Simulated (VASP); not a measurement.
# InP in VASP: notebook, part 2 of 3

VASP 6.6.1.

## 3. Electric field gradients, PBEsol (volume scaled by 0.99)

Input file INCAR:

```
SYSTEM = InP
PREC = Accurate
ENCUT = 520
EDIFF = 1E-8
ISMEAR = -1
SIGMA = 0.03
LREAL = .False.
LASPH = .True.
NELM = 100
ALGO = Normal
ISIF = 2
LWAVE = .False.
LCHARG = .False.
GGA = PS
LEFG = .True.
NBANDS = 16
```

Input file KPOINTS:

```
Automatic mesh
0
Gamma
  11 11 11
  0 0 0
```

Input file POSCAR:

```
InP
1.0
    0.0000000000      2.8454514337      2.8454514337
    2.8454514337      0.0000000000      2.8454514337
    2.8454514337      2.8454514337      0.0000000000
In P
1 1
Direct
    0.0000000000      0.0000000000      0.0000000000
    0.5000000000      0.5000000000      0.5000000000
```

Potentials or basis: VASP PAW PBE potentials, release 64 (In_d, P).

On the command line:

```sh
$ cat potpaw_PBE.64/In_d/POTCAR potpaw_PBE.64/P/POTCAR > POTCAR
$ mpirun -np 1 vasp_std > vasp.out
```

OUTCAR:

```text
SYSTEM = InP
   PREC = Accurate
   ENCUT = 520
   EDIFF = 1E-8
   ISMEAR = -1
   LREAL = .False.
   LASPH = .True.
   NELM = 100
   ISIF = 2
   GGA = PS

 ion  position               nearest neighbor table
   1  0.000  0.000  0.000-   2 2.85   2 2.85   2 2.85   2 2.85   2 2.85   2 2.85
   2  0.500  0.500  0.500-   1 2.85   1 2.85   1 2.85   1 2.85   1 2.85   1 2.85

  LATTYP: Found a face centered cubic cell.
 ALAT       =     5.6909028674

  Lattice vectors:

 A1 = (   0.0000000000,   2.8454514337,   2.8454514337)
 A2 = (   2.8454514337,   0.0000000000,   2.8454514337)
 A3 = (   2.8454514337,   2.8454514337,   0.0000000000)

Analysis of symmetry for initial positions (statically):
=====================================================================
 Subroutine PRICEL returns:
 Original cell was already a primitive cell.

 Routine SETGRP: Setting up the symmetry group for a
 face centered cubic supercell.

 Subroutine GETGRP returns: Found 48 space group operations
 (whereof 48 operations were pure point group operations)
 out of a pool of 48 trial point group operations.

The static configuration has the point symmetry O_h .

Analysis of symmetry for dynamics (positions and initial velocities):
=====================================================================
 Subroutine PRICEL returns:
 Original cell was already a primitive cell.

 Routine SETGRP: Setting up the symmetry group for a
 face centered cubic supercell.

 Subroutine GETGRP returns: Found 48 space group operations
 (whereof 48 operations were pure point group operations)
 out of a pool of 48 trial point group operations.

The dynamic configuration has the point symmetry O_h .

 Subroutine INISYM returns: Found 48 space group operations
 (whereof 48 operations are pure point group operations),
 and found     1 'primitive' translations

----------------------------------------------------------------------------------------

                                     Primitive cell

  volume of cell :      46.0769

  direct lattice vectors                    reciprocal lattice vectors
     0.000000000  2.845451434  2.845451434    -0.175719042  0.175719042  0.175719042
     2.845451434  0.000000000  2.845451434     0.175719042 -0.175719042  0.175719042
     2.845451434  2.845451434  0.000000000     0.175719042  0.175719042 -0.175719042

  length of vectors
     4.024076009  4.024076009  4.024076009     0.304354309  0.304354309  0.304354309

  position of ions in fractional coordinates (direct lattice)
     0.000000000  0.000000000  0.000000000
     0.500000000  0.500000000  0.500000000

  ion indices of the primitive-cell ions
   primitive index   ion index
                 1           1
                 2           2

----------------------------------------------------------------------------------------

 KPOINTS: Automatic mesh

Automatic generation of k-mesh.
 Grid dimensions read from file:
 generate k-points for:   11   11   11

 Generating k-lattice:

[... 63 lines left out ...]
   EDIFFG = 0.1E-06   stopping-criterion for IOM
   NSW    =      0    number of steps for IOM
   IBRION =     -1    ionic relax: 0-MD 1-quasi-New 2-CG
   NFREE  =      0    steps in history (QN), initial steepest desc. (CG)
   ISIF   =      2    stress and relaxation
   ISYM   =      2    0-nonsym 1-usesym 2-fastsym
   POTIM  = 0.5000    time-step for ionic-motion
   TEBEG  =    0.0;   TEEND  =   0.0 temperature during run
   PSTRESS=    0.0 pullay stress
   NELECT =      18.0000    total number of electrons
   NUPDOWN=      -1.0000    fix difference up-down
   EMIN   =  10.00;   EMAX   =-10.00  energy-range for DOS
   EFERMI =   0.00;   METHOD = LEGACY
   ISMEAR =    -1;   SIGMA  =   0.03  broadening in eV -4-tet -1-fermi 0-gaus
   EFERMI_NEDOS =   21; number of points for ismear=-14 and -15
   IALGO  =     38    algorithm
   IMIX   =      4    mixing-type and parameters
     AMIX     =   0.40;   BMIX     =  1.00
     AMIX_MAG =   1.60;   BMIX_MAG =  1.00
  volume/ion in A,a.u.               =      23.04       155.47
  Fermi-wavevector in a.u.,A,eV,Ry     =   1.196753  2.261535 19.486502  1.432218
  Thomas-Fermi vector in A             =   2.332685
   LORBIT       =      0    0 simple, 1 ext, 2 COOP (PROOUT), +10 PAW based schemes
   GGA     = PS    functional components
   LHFCALC =     F    Hartree Fock is set to
   AEXX    =    0.0000 exact exchange contribution
   IVDW    =     0    specifies the selected vdW correction
   LEPSILON=     F    determine dielectric tensor
   LRPA    =     F    only Hartree local field effects (RPA)
 non-spin polarized calculation
  energy-cutoff  :      520.00
  volume of cell :       46.08
 maximum number of plane-waves:      1259
 NGX is ok and might be reduce to    30
   NGX = 15   NGY = 15   NGZ = 15

 number of electron      17.9999991 magnetization

 Free energy of the ion-electron system (eV)
  ---------------------------------------------------
  ext. energy  EPLUGINS =         0.00000000
  ---------------------------------------------------
  free energy    TOTEN  =        -8.65318901 eV

  energy without entropy =       -8.65053532  energy(sigma->0) =       -8.65186217

 E-fermi :   5.9359     XC(G=0): -10.1823

 val. band max:        5.9324386599   @ k =   0.4545   0.2727   0.0000
 cond. band min:       5.9674621266   @ k =  -0.0909   0.0909   0.0000
 fundamental gap:      0.0350234667
 Fermi energy:         5.9359243905

 k-point     1 :       0.0000    0.0000    0.0000
  band No.  band energies     occupation
      1      -8.0787      2.00000
      2      -8.0787      2.00000
      3      -8.0620      2.00000
      4      -8.0620      2.00000
      5      -8.0620      2.00000
      6      -5.4868      2.00000
[... 433 lines left out ...]
      3      -8.0591      2.00000
      4      -8.0341      2.00000
      5      -8.0231      2.00000
      6      -4.5175      2.00000
[... 8 lines left out ...]
     15      15.6099      0.00000
     16      16.7248      0.00000

 [... further k-points ...]
[... 5 lines left out ...]
  --------------------------------------------------------------------------------------
  -------------------------------------------------------------------------------------
  Total       -2.2421185     -2.2421185     -2.2421185      0.0000000      0.0000000      0.0000000
  in kB      -77.9624733    -77.9624733    -77.9624733      0.0000000      0.0000000      0.0000000
  external PRESSURE =     -77.9624733 kB  Pullay stress =       0.0000000 kB

 VOLUME and BASIS-vectors are now :
 -----------------------------------------------------------------------------
  energy-cutoff  :      520.00
  volume of cell :       46.08
      direct lattice vectors                 reciprocal lattice vectors
     0.000000000  2.845451434  2.845451434    -0.175719042  0.175719042  0.175719042
     2.845451434  0.000000000  2.845451434     0.175719042 -0.175719042  0.175719042
     2.845451434  2.845451434  0.000000000     0.175719042  0.175719042 -0.175719042

 POSITION                                       TOTAL-FORCE (eV/Angst)
 -----------------------------------------------------------------------------------
      0.00000      0.00000      0.00000         0.000000      0.000000     -0.000000
      2.84545      2.84545      2.84545        -0.000000     -0.000000      0.000000
 -----------------------------------------------------------------------------------
    total drift:                               -0.000000      0.000000      0.000000

  FREE ENERGIE OF THE ION-ELECTRON SYSTEM (eV)
  ---------------------------------------------------
  free  energy   TOTEN  =        -8.6531890124 eV

  energy  without entropy=       -8.6505353210  energy(sigma->0) =       -8.65186217

 Electric field gradients (V/A^2)
---------------------------------------------------------------------
 ion       V_xx      V_yy      V_zz      V_xy      V_xz      V_yz
---------------------------------------------------------------------
   1      -0.000    -0.000    -0.000    -0.001    -0.001    -0.001
   2      -0.000    -0.000    -0.000    -0.000    -0.000    -0.000
---------------------------------------------------------------------

 Electric field gradients after diagonalization (V/A^2)
 (convention: |V_zz| > |V_xx| > |V_yy|)
----------------------------------------------------------------------
 ion       V_xx      V_yy      V_zz     asymmetry (V_yy - V_xx)/ V_zz
----------------------------------------------------------------------
   1       0.001     0.001    -0.001       0.000
   2       0.000     0.000    -0.000       0.000
----------------------------------------------------------------------

           NMR quadrupolar parameters

 Cq : quadrupolar parameter    Cq=e*Q*V_zz/h
 eta: asymmetry parameters     (V_yy - V_xx)/ V_zz
 Q  : nuclear electric quadrupole moment in mb (millibarn)
----------------------------------------------------------------------
 ion       Cq(MHz)       eta       Q (mb)
----------------------------------------------------------------------
   1      -0.000       0.000       1.000
   2      -0.000       0.000       1.000
----------------------------------------------------------------------
```

Run time: 20 s. Hardware: 1 thread of Intel Xeon 6975P-C (Granite Rapids), shared host; peak memory 0.18 GiB.

Results:

```
Free energy            : -8.6532 eV
Pressure               : -7.8 GPa
Band gap on the k mesh : zero (band 9 reaches 6.27 eV, above the bottom of band 10 at 3.90 eV)
```

Caveat: without QUAD_EFG the Cq values of the log hold for a quadrupole moment of 1 mb, not for the nuclei; the PAW data sets were made with another functional, which shifts forces and pressure a little; spin-orbit coupling is left out, which moves the levels of the heavy elements.

## 4. Electric field gradients, PBEsol (volume scaled by 1.02)

INCAR is that of step 3.

KPOINTS is that of step 3.

Input file POSCAR:

```
InP
1.0
    0.0000000000      2.8739078358      2.8739078358
    2.8739078358      0.0000000000      2.8739078358
    2.8739078358      2.8739078358      0.0000000000
In P
1 1
Direct
    0.0000000000      0.0000000000      0.0000000000
    0.5000000000      0.5000000000      0.5000000000
```

Potentials or basis: VASP PAW PBE potentials, release 64 (In_d, P).

On the command line:

```sh
$ cat potpaw_PBE.64/In_d/POTCAR potpaw_PBE.64/P/POTCAR > POTCAR
$ mpirun -np 1 vasp_std > vasp.out
```

OUTCAR:

```text
SYSTEM = InP
   PREC = Accurate
   ENCUT = 520
   EDIFF = 1E-8
   ISMEAR = -1
   LREAL = .False.
   LASPH = .True.
   NELM = 100
   ISIF = 2
   GGA = PS

 ion  position               nearest neighbor table
   1  0.000  0.000  0.000-   2 2.87   2 2.87   2 2.87   2 2.87   2 2.87   2 2.87
   2  0.500  0.500  0.500-   1 2.87   1 2.87   1 2.87   1 2.87   1 2.87   1 2.87

  LATTYP: Found a face centered cubic cell.
 ALAT       =     5.7478156716

  Lattice vectors:

 A1 = (   0.0000000000,   2.8739078358,   2.8739078358)
 A2 = (   2.8739078358,   0.0000000000,   2.8739078358)
 A3 = (   2.8739078358,   2.8739078358,   0.0000000000)

Analysis of symmetry for initial positions (statically):
=====================================================================
 Subroutine PRICEL returns:
 Original cell was already a primitive cell.

 Routine SETGRP: Setting up the symmetry group for a
 face centered cubic supercell.

 Subroutine GETGRP returns: Found 48 space group operations
 (whereof 48 operations were pure point group operations)
 out of a pool of 48 trial point group operations.

The static configuration has the point symmetry O_h .

Analysis of symmetry for dynamics (positions and initial velocities):
=====================================================================
 Subroutine PRICEL returns:
 Original cell was already a primitive cell.

 Routine SETGRP: Setting up the symmetry group for a
 face centered cubic supercell.

 Subroutine GETGRP returns: Found 48 space group operations
 (whereof 48 operations were pure point group operations)
 out of a pool of 48 trial point group operations.

[... 159 lines left out ...]
      4      -8.3692      2.00000
      5      -8.3692      2.00000
      6      -5.6221      2.00000
[... 433 lines left out ...]
      3      -8.3662      2.00000
      4      -8.3441      2.00000
      5      -8.3337      2.00000
      6      -4.6946      2.00000
[... 8 lines left out ...]
     15      15.1022      0.00000
     16      16.2861      0.00000

 [... further k-points ...]

------------------------ aborting loop because EDIFF is reached ----------------------------------------

  FORCE on cell =-STRESS in cart. coord.  units (eV):
  Direction    XX          YY          ZZ          XY          YZ          ZX
  --------------------------------------------------------------------------------------
  -------------------------------------------------------------------------------------
  Total       -2.6600426     -2.6600426     -2.6600426     -0.0000000      0.0000000     -0.0000000
  in kB      -89.7740193    -89.7740193    -89.7740193     -0.0000000      0.0000000     -0.0000000
  external PRESSURE =     -89.7740193 kB  Pullay stress =       0.0000000 kB

 VOLUME and BASIS-vectors are now :
 -----------------------------------------------------------------------------
  energy-cutoff  :      520.00
  volume of cell :       47.47
      direct lattice vectors                 reciprocal lattice vectors
     0.000000000  2.873907836  2.873907836    -0.173979135  0.173979135  0.173979135
     2.873907836  0.000000000  2.873907836     0.173979135 -0.173979135  0.173979135
     2.873907836  2.873907836  0.000000000     0.173979135  0.173979135 -0.173979135

 POSITION                                       TOTAL-FORCE (eV/Angst)
 -----------------------------------------------------------------------------------
      0.00000      0.00000      0.00000        -0.000000      0.000000      0.000000
      2.87391      2.87391      2.87391         0.000000     -0.000000     -0.000000
 -----------------------------------------------------------------------------------
    total drift:                               -0.000000      0.000000      0.000000

  FREE ENERGIE OF THE ION-ELECTRON SYSTEM (eV)
  ---------------------------------------------------
  free  energy   TOTEN  =        -8.5803866069 eV

  energy  without entropy=       -8.5776387759  energy(sigma->0) =       -8.57901269

 Electric field gradients (V/A^2)
---------------------------------------------------------------------
 ion       V_xx      V_yy      V_zz      V_xy      V_xz      V_yz
---------------------------------------------------------------------
   1      -0.000     0.000    -0.000    -0.002    -0.002    -0.002
   2       0.000    -0.000     0.000     0.000     0.000     0.000
---------------------------------------------------------------------

 Electric field gradients after diagonalization (V/A^2)
 (convention: |V_zz| > |V_xx| > |V_yy|)
----------------------------------------------------------------------
 ion       V_xx      V_yy      V_zz     asymmetry (V_yy - V_xx)/ V_zz
----------------------------------------------------------------------
   1       0.002     0.002    -0.004       0.000
   2      -0.000    -0.000     0.000       0.000
----------------------------------------------------------------------

           NMR quadrupolar parameters

 Cq : quadrupolar parameter    Cq=e*Q*V_zz/h
 eta: asymmetry parameters     (V_yy - V_xx)/ V_zz
 Q  : nuclear electric quadrupole moment in mb (millibarn)
----------------------------------------------------------------------
 ion       Cq(MHz)       eta       Q (mb)
----------------------------------------------------------------------
   1      -0.000       0.000       1.000
   2       0.000       0.000       1.000
----------------------------------------------------------------------
```

OSZICAR:

```text
N       E                     dE             d eps       ncg     rms          rms(c)
DAV:   1     0.103784746483E+03    0.10378E+03   -0.84141E+03  1808   0.127E+03
DAV:   2    -0.230576307002E+01   -0.10609E+03   -0.10165E+03  1960   0.289E+02
DAV:   3    -0.867005340939E+01   -0.63643E+01   -0.62913E+01  2408   0.682E+01
DAV:   4    -0.882621619470E+01   -0.15616E+00   -0.15610E+00  2304   0.113E+01
DAV:   5    -0.883360999787E+01   -0.73938E-02   -0.73937E-02  2608   0.209E+00    0.373E+00
DAV:   6    -0.858982510295E+01    0.24378E+00   -0.47333E-01  2696   0.107E+01    0.206E+00
DAV:   7    -0.858240191314E+01    0.74232E-02   -0.48257E-02  2400   0.180E+00    0.902E-01
DAV:   8    -0.858039684725E+01    0.20051E-02   -0.39106E-03  2184   0.652E-01    0.888E-02
DAV:   9    -0.858037439116E+01    0.22456E-04   -0.27642E-04  2872   0.207E-01    0.617E-02
DAV:  10    -0.858038380979E+01   -0.94186E-05   -0.24926E-05  2128   0.405E-02    0.203E-02
DAV:  11    -0.858038671960E+01   -0.29098E-05   -0.36287E-06  2320   0.177E-02    0.211E-03
DAV:  12    -0.858038663255E+01    0.87049E-07   -0.14073E-07  2232   0.256E-03    0.146E-03
DAV:  13    -0.858038661697E+01    0.15581E-07   -0.62998E-09  1840   0.613E-04    0.621E-04
DAV:  14    -0.858038660483E+01    0.12137E-07   -0.31920E-09  1304   0.705E-04    0.113E-04
DAV:  15    -0.858038660693E+01   -0.20977E-08   -0.59486E-10  1192   0.220E-04
   1 F= -.85803866E+01 E0= -.85790127E+01  d E =-.274783E-02
```

Wall time 20 s (1 thread of Intel Xeon 6975P-C (Granite Rapids), shared host); peak memory 0.19 GiB.

What came out:

| Quantity | Value |
| --- | --- |
| Free energy | -8.5804 eV |
| Pressure | -9.0 GPa |
| Band gap on the k mesh | zero (band 9 reaches 5.92 eV, above the bottom of band 10 at 3.66 eV) |

Caveat: without QUAD_EFG the Cq values of the log hold for a quadrupole moment of 1 mb, not for the nuclei; the PAW data sets were made with another functional, which shifts forces and pressure a little; spin-orbit coupling is left out, which moves the levels of the heavy elements.

[end of part 2 of 3]
